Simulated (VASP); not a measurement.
# Tl (Fm-3m) in VASP: notebook

Runs on Tl. Level: RPBE. Tasks: single point.

All numbers are computed with VASP 6.6.1; they aren't measurements. Logs are shortened: lines on timing, memory, paths and dates and some standing lists are left out, and cuts for length are marked.

### 1 The cell of the first run

Symmetry: Fm-3m, No. 225, cubic system. The conventional cell has a = 5.118 Å, b = 5.118 Å, c = 5.118 Å, α = 90.00°, β = 90.00°, γ = 90.00°. Tl (site symmetry m-3m) has 12 Tl at 3.62 Å within 4.8 Å.

This isn't the form of Tl at room conditions, which is hcp.

### 2 Single point, RPBE

File INCAR:

```
SYSTEM = Tl
  PREC = Accurate
  ENCUT = 520
  EDIFF = 1E-7
  ISMEAR = -1
  SIGMA = 0.1
  LREAL = .FALSE.
  LASPH = .TRUE.
  NELM = 100
  ALGO = Normal
  ISIF = 2
  LWAVE = .FALSE.
  LCHARG = .FALSE.
  GGA = RP
  NBANDS = 12
```

File KPOINTS:

```
regular mesh
0
G
  11 11 11
  0 0 0
```

File POSCAR:

```
Tl
1.0
    0.0000000000      2.5589372917      2.5589372917
    2.5589372917      0.0000000000      2.5589372917
    2.5589372917      2.5589372917      0.0000000000
Tl
1
Direct
    0.0000000000      0.0000000000      0.0000000000
```

Potentials or basis: VASP PAW PBE potentials, release 64 (Tl_d).

The run is started by

```sh
cat potpaw_PBE.64/Tl_d/POTCAR > POTCAR
mpirun -np 1 vasp_std > vasp.out
```

OUTCAR:

```text
SYSTEM = Tl
   PREC = Accurate
   ENCUT = 520
   EDIFF = 1E-7
   ISMEAR = -1
   LREAL = .FALSE.
   LASPH = .TRUE.
   NELM = 100
   ISIF = 2
   GGA = RP

 ion  position               nearest neighbor table
   1  0.000  0.000  0.000-

  LATTYP: Found a face centered cubic cell.
 ALAT       =     5.1178745834

  Lattice vectors:

 A1 = (   0.0000000000,   2.5589372917,   2.5589372917)
 A2 = (   2.5589372917,   0.0000000000,   2.5589372917)
 A3 = (   2.5589372917,   2.5589372917,   0.0000000000)

Analysis of symmetry for initial positions (statically):
=====================================================================
 Subroutine PRICEL returns:
 Original cell was already a primitive cell.

 Routine SETGRP: Setting up the symmetry group for a
 face centered cubic supercell.

 Subroutine GETGRP returns: Found 48 space group operations
 (whereof 48 operations were pure point group operations)
 out of a pool of 48 trial point group operations.

The static configuration has the point symmetry O_h .

Analysis of symmetry for dynamics (positions and initial velocities):
=====================================================================
 Subroutine PRICEL returns:
 Original cell was already a primitive cell.

 Routine SETGRP: Setting up the symmetry group for a
 face centered cubic supercell.

 Subroutine GETGRP returns: Found 48 space group operations
 (whereof 48 operations were pure point group operations)
 out of a pool of 48 trial point group operations.

The dynamic configuration has the point symmetry O_h .

 Subroutine INISYM returns: Found 48 space group operations
 (whereof 48 operations are pure point group operations),
 and found     1 'primitive' translations

----------------------------------------------------------------------------------------

                                     Primitive cell

  volume of cell :      33.5127

  direct lattice vectors                    reciprocal lattice vectors
     0.000000000  2.558937292  2.558937292    -0.195393612  0.195393612  0.195393612
     2.558937292  0.000000000  2.558937292     0.195393612 -0.195393612  0.195393612
     2.558937292  2.558937292  0.000000000     0.195393612  0.195393612 -0.195393612

  length of vectors
     3.618883823  3.618883823  3.618883823     0.338431663  0.338431663  0.338431663

  position of ions in fractional coordinates (direct lattice)
     0.000000000  0.000000000  0.000000000

  ion indices of the primitive-cell ions
   primitive index   ion index
                 1           1
[... 73 lines left out ...]
   LREAL  =      F    real-space projection
   EDIFFG = 0.1E-05   stopping-criterion for IOM
   NSW    =      0    number of steps for IOM
   IBRION =     -1    ionic relax: 0-MD 1-quasi-New 2-CG
   NFREE  =      0    steps in history (QN), initial steepest desc. (CG)
   ISIF   =      2    stress and relaxation
   ISYM   =      2    0-nonsym 1-usesym 2-fastsym
   POTIM  = 0.5000    time-step for ionic-motion
   TEBEG  =    0.0;   TEEND  =   0.0 temperature during run
   PSTRESS=    0.0 pullay stress
   NELECT =      13.0000    total number of electrons
   NUPDOWN=      -1.0000    fix difference up-down
   EMIN   =  10.00;   EMAX   =-10.00  energy-range for DOS
   EFERMI =   0.00;   METHOD = LEGACY
   ISMEAR =    -1;   SIGMA  =   0.10  broadening in eV -4-tet -1-fermi 0-gaus
   EFERMI_NEDOS =   21; number of points for ismear=-14 and -15
   IALGO  =     38    algorithm
   IMIX   =      4    mixing-type and parameters
     AMIX     =   0.40;   BMIX     =  1.00
     AMIX_MAG =   1.60;   BMIX_MAG =  1.00
  volume/ion in A,a.u.               =      33.51       226.15
  Fermi-wavevector in a.u.,A,eV,Ry     =   1.193950  2.256239 19.395346  1.425518
  Thomas-Fermi vector in A             =   2.329952
   LORBIT       =      0    0 simple, 1 ext, 2 COOP (PROOUT), +10 PAW based schemes
   GGA     = RP    functional components
   LHFCALC =     F    Hartree Fock is set to
   AEXX    =    0.0000 exact exchange contribution
   IVDW    =     0    specifies the selected vdW correction
   LEPSILON=     F    determine dielectric tensor
   LRPA    =     F    only Hartree local field effects (RPA)
 non-spin polarized calculation
  energy-cutoff  :      520.00
  volume of cell :       33.51
 maximum number of plane-waves:       917
   NGX = 13   NGY = 13   NGZ = 13

 number of electron      12.9999997 magnetization

 Free energy of the ion-electron system (eV)
  ---------------------------------------------------
  ext. energy  EPLUGINS =         0.00000000
  ---------------------------------------------------
  free energy    TOTEN  =        -1.82444765 eV

  energy without entropy =       -1.79919191  energy(sigma->0) =       -1.81181978

 E-fermi :   5.1942     XC(G=0):  -9.2847

 val. band max:        5.1378512072   @ k =  -0.4545   0.3636   0.0909
 cond. band min:       5.2253272212   @ k =   0.4545   0.3636   0.0000
 fundamental gap:      0.0874760140
 Fermi energy:         5.1941769412

 k-point     1 :       0.0000    0.0000    0.0000
  band No.  band energies     occupation
      1      -6.3202      2.00000
      2      -6.3202      2.00000
      3      -6.3202      2.00000
      4      -6.1411      2.00000
      5      -6.1411      2.00000
      6      -3.8543      2.00000
      7      14.1667      0.00000
      8      14.1667      0.00000
      9      14.1667      0.00000
     10      15.8554      0.00000
     11      17.5491      0.00000
     12      18.8530      0.00000
[... 331 lines left out ...]
 k-point    24 :      -0.1818    0.1818    0.0000
  band No.  band energies     occupation
      1      -6.3276      2.00000
      2      -6.2872      2.00000
      3      -6.1998      2.00000
      4      -6.1851      2.00000
      5      -6.0685      2.00000
      6      -2.2156      2.00000
      7       7.8713      0.00000
      8       9.4286      0.00000
      9      13.6560      0.00000
     10      15.8962      0.00000
     11      17.3239      0.00000
     12      18.5258      0.00000

 [... further k-points ...]
[... 5 lines left out ...]
  --------------------------------------------------------------------------------------
  -------------------------------------------------------------------------------------
  Total       -0.0077915     -0.0077915     -0.0077915     -0.0000000      0.0000000      0.0000000
  in kB       -0.3724956     -0.3724956     -0.3724956     -0.0000000      0.0000000      0.0000000
  external PRESSURE =      -0.3724956 kB  Pullay stress =       0.0000000 kB

 VOLUME and BASIS-vectors are now :
 -----------------------------------------------------------------------------
  energy-cutoff  :      520.00
  volume of cell :       33.51
      direct lattice vectors                 reciprocal lattice vectors
     0.000000000  2.558937292  2.558937292    -0.195393612  0.195393612  0.195393612
     2.558937292  0.000000000  2.558937292     0.195393612 -0.195393612  0.195393612
     2.558937292  2.558937292  0.000000000     0.195393612  0.195393612 -0.195393612

 POSITION                                       TOTAL-FORCE (eV/Angst)
 -----------------------------------------------------------------------------------
      0.00000      0.00000      0.00000         0.000000      0.000000      0.000000
 -----------------------------------------------------------------------------------
    total drift:                               -0.000000     -0.000000     -0.000000

  FREE ENERGIE OF THE ION-ELECTRON SYSTEM (eV)
  ---------------------------------------------------
  free  energy   TOTEN  =        -1.8244476483 eV

  energy  without entropy=       -1.7991919110  energy(sigma->0) =       -1.81181978
```

OSZICAR:

```text
N       E                     dE             d eps       ncg     rms          rms(c)
DAV:   1     0.507904152253E+02    0.50790E+02   -0.64944E+03  1408   0.908E+02
DAV:   2    -0.119466814142E+01   -0.51985E+02   -0.50915E+02  1492   0.207E+02
DAV:   3    -0.183073831036E+01   -0.63607E+00   -0.63492E+00  1620   0.204E+01
DAV:   4    -0.183398709956E+01   -0.32488E-02   -0.32486E-02  1600   0.170E+00
DAV:   5    -0.183403330520E+01   -0.46206E-04   -0.46204E-04  1644   0.195E-01    0.138E+00
DAV:   6    -0.182520178940E+01    0.88315E-02   -0.16178E-02  1616   0.115E+00    0.100E+00
DAV:   7    -0.182428987133E+01    0.91192E-03   -0.68500E-03  1576   0.752E-01    0.406E-01
DAV:   8    -0.182443022986E+01   -0.14036E-03   -0.46229E-04  1536   0.183E-01    0.262E-02
DAV:   9    -0.182444486386E+01   -0.14634E-04   -0.15805E-05  1580   0.320E-02    0.105E-02
DAV:  10    -0.182444750924E+01   -0.26454E-05   -0.21806E-06  1564   0.125E-02    0.688E-04
DAV:  11    -0.182444761314E+01   -0.10390E-06   -0.62358E-08  1460   0.136E-03    0.357E-04
DAV:  12    -0.182444764828E+01   -0.35131E-07   -0.28099E-09   892   0.444E-04
   1 F= -.18244476E+01 E0= -.18118198E+01  d E =-.252557E-01
```

stdout:

```text
POSCAR found type information on POSCAR Tl
 POSCAR found :  1 types and       1 ions
 scaLAPACK will be used
 -----------------------------------------------------------------------------
|                                                                             |
|                                                                             |
|     You enforced a specific xc type in the INCAR file but a different       |
|     I HOPE YOU KNOW WHAT YOU ARE DOING!                                     |
|                                                                             |
 -----------------------------------------------------------------------------

 LDA part: xc-table for (Slater+PW92), standard interpolation
 POSCAR, INCAR and KPOINTS ok, starting setup
 FFT: planning ... GRIDC
 FFT: planning ... GRID_SOFT
 FFT: planning ... GRID
 WAVECAR not read
 entering main loop
```

Run time: 26 s. Hardware: 1 thread of Intel Xeon 8259CL, shared host; peak memory 0.17 GiB.

Results:

| Quantity | Value |
| --- | --- |
| Free energy | -1.8244 eV |
| Pressure | 0.0 GPa |
| Band gap on the k mesh | zero (an odd number of electrons rules out a gap without spin polarisation) |

Levels at points of the mesh, in eV from the Fermi level:
```csv
k point,band 2,band 3,band 4,band 5,band 6,band 7,band 8,band 9,band 10,band 11
"(0.00, 0.00, 0.00)",-11.51,-11.51,-11.34,-11.34,-9.05,8.97,8.97,8.97,10.66,12.35
```

Caveat: the PAW data sets were made with another functional, which shifts forces and pressure a little; spin-orbit coupling is left out, which moves the levels of the heavy elements.

### 3 Single point, RPBE (29.49 Å³/atom)

This run uses another cell than the first one, of 29.49 Å³/atom.

File INCAR:

```
SYSTEM = Tl
PREC = Accurate
ENCUT = 520
EDIFF = 1E-6
ISMEAR = -1
SIGMA = 0.1
LREAL = .FALSE.
LASPH = .TRUE.
NELM = 60
ALGO = Normal
ISIF = 2
LWAVE = .FALSE.
LCHARG = .TRUE.
GGA = RP
LELF = .TRUE.
LVHAR = .TRUE.
NBANDS = 12
```

File KPOINTS:

```
regular mesh
0
G
  12 12 12
  0 0 0
```

File POSCAR:

```
Tl
1.0
    0.0000000000      2.4521885905      2.4521885905
    2.4521885905      0.0000000000      2.4521885905
    2.4521885905      2.4521885905      0.0000000000
Tl
1
Direct
    0.0000000000      0.0000000000      0.0000000000
```

Potentials or basis: VASP PAW PBE potentials, release 64 (Tl_d).

The run is started by

```sh
cat potpaw_PBE.64/Tl_d/POTCAR > POTCAR
mpirun -np 1 vasp_std > vasp.out
```

OUTCAR:

```text
SYSTEM = Tl
   PREC = Accurate
   ENCUT = 520
   EDIFF = 1E-6
   ISMEAR = -1
   LREAL = .FALSE.
   LASPH = .TRUE.
   NELM = 60
   ISIF = 2
   GGA = RP

 ion  position               nearest neighbor table
   1  0.000  0.000  0.000-

  LATTYP: Found a face centered cubic cell.
 ALAT       =     4.9043771810

  Lattice vectors:

 A1 = (   0.0000000000,   2.4521885905,   2.4521885905)
 A2 = (   2.4521885905,   0.0000000000,   2.4521885905)
 A3 = (   2.4521885905,   2.4521885905,   0.0000000000)

Analysis of symmetry for initial positions (statically):
=====================================================================
 Subroutine PRICEL returns:
 Original cell was already a primitive cell.

 Routine SETGRP: Setting up the symmetry group for a
 face centered cubic supercell.

 Subroutine GETGRP returns: Found 48 space group operations
 (whereof 48 operations were pure point group operations)
 out of a pool of 48 trial point group operations.

The static configuration has the point symmetry O_h .

Analysis of symmetry for dynamics (positions and initial velocities):
=====================================================================
 Subroutine PRICEL returns:
[... 160 lines left out ...]
 Fermi energy:         6.3570060977

 k-point     1 :       0.0000    0.0000    0.0000
  band No.  band energies     occupation
      1      -5.2311      2.00000
      2      -5.2311      2.00000
      3      -5.2311      2.00000
      4      -4.9789      2.00000
      5      -4.9789      2.00000
      6      -3.4256      2.00000
      7      16.4480      0.00000
      8      16.4480      0.00000
      9      16.4480      0.00000
     10      17.2855      0.00000
     11      20.3445      0.00000
     12      21.2128      0.00000
[... 331 lines left out ...]
 k-point    24 :      -0.4167    0.1667    0.0000
  band No.  band energies     occupation
      1      -5.3320      2.00000
      2      -5.2198      2.00000
      3      -5.1169      2.00000
      4      -4.8675      2.00000
      5      -4.7821      2.00000
      6       1.3091      2.00000
      7       4.4262      2.00000
      8      10.8595      0.00000
      9      13.4968      0.00000
     10      15.8554      0.00000
     11      20.5455      0.00000
     12      21.2197      0.00000

 [... further k-points ...]
[... 5 lines left out ...]
  --------------------------------------------------------------------------------------
  -------------------------------------------------------------------------------------
  Total        0.6538890      0.6538890      0.6538890      0.0000000     -0.0000000     -0.0000000
  in kB       35.5240932     35.5240932     35.5240932      0.0000000     -0.0000000     -0.0000000
  external PRESSURE =      35.5240932 kB  Pullay stress =       0.0000000 kB

 VOLUME and BASIS-vectors are now :
 -----------------------------------------------------------------------------
  energy-cutoff  :      520.00
  volume of cell :       29.49
      direct lattice vectors                 reciprocal lattice vectors
     0.000000000  2.452188591  2.452188591    -0.203899489  0.203899489  0.203899489
     2.452188591  0.000000000  2.452188591     0.203899489 -0.203899489  0.203899489
     2.452188591  2.452188591  0.000000000     0.203899489  0.203899489 -0.203899489

 POSITION                                       TOTAL-FORCE (eV/Angst)
 -----------------------------------------------------------------------------------
      0.00000      0.00000      0.00000        -0.000000      0.000000     -0.000000
 -----------------------------------------------------------------------------------
    total drift:                               -0.000000     -0.000000     -0.000000

  FREE ENERGIE OF THE ION-ELECTRON SYSTEM (eV)
  ---------------------------------------------------
  free  energy   TOTEN  =        -1.7857835854 eV

  energy  without entropy=       -1.7656386849  energy(sigma->0) =       -1.77571114
```

stdout:

```text
POSCAR found type information on POSCAR Tl
 POSCAR found :  1 types and       1 ions
 scaLAPACK will be used
 -----------------------------------------------------------------------------
|                                                                             |
|                                                                             |
|     You enforced a specific xc type in the INCAR file but a different       |
|     I HOPE YOU KNOW WHAT YOU ARE DOING!                                     |
|                                                                             |
 -----------------------------------------------------------------------------

 LDA part: xc-table for (Slater+PW92), standard interpolation
 POSCAR, INCAR and KPOINTS ok, starting setup
 FFT: planning ... GRIDC
 FFT: planning ... GRID_SOFT
 FFT: planning ... GRID
 WAVECAR not read
 entering main loop
```

Run time: 38 s. Hardware: 1 thread of Intel Xeon 8259CL, shared host; peak memory 0.17 GiB.

What came out:

| Property | Result |
| --- | --- |
| Free energy | -1.7858 eV |
| Pressure | 3.6 GPa |
| Band gap on the k mesh | zero (an odd number of electrons rules out a gap without spin polarisation) |

Levels at points of the mesh, in eV from the Fermi level:
```csv
k point,band 4,band 5,band 6,band 7,band 8,band 9
"(0.00, 0.00, 0.00)",-11.34,-11.34,-9.78,10.09,10.09,10.09
"(0.50, 0.00, 0.00)",-11.11,-11.11,-5.28,-2.73,8.08,8.08
"(0.50, 0.50, 0.00)",-11.05,-11.05,-3.63,-1.67,4.06,4.06
```

Caveat: the cell stands under pressure; the PAW data sets were made with another functional, which shifts forces and pressure a little; spin-orbit coupling is left out, which moves the levels of the heavy elements.

[end of part 1 of 3]
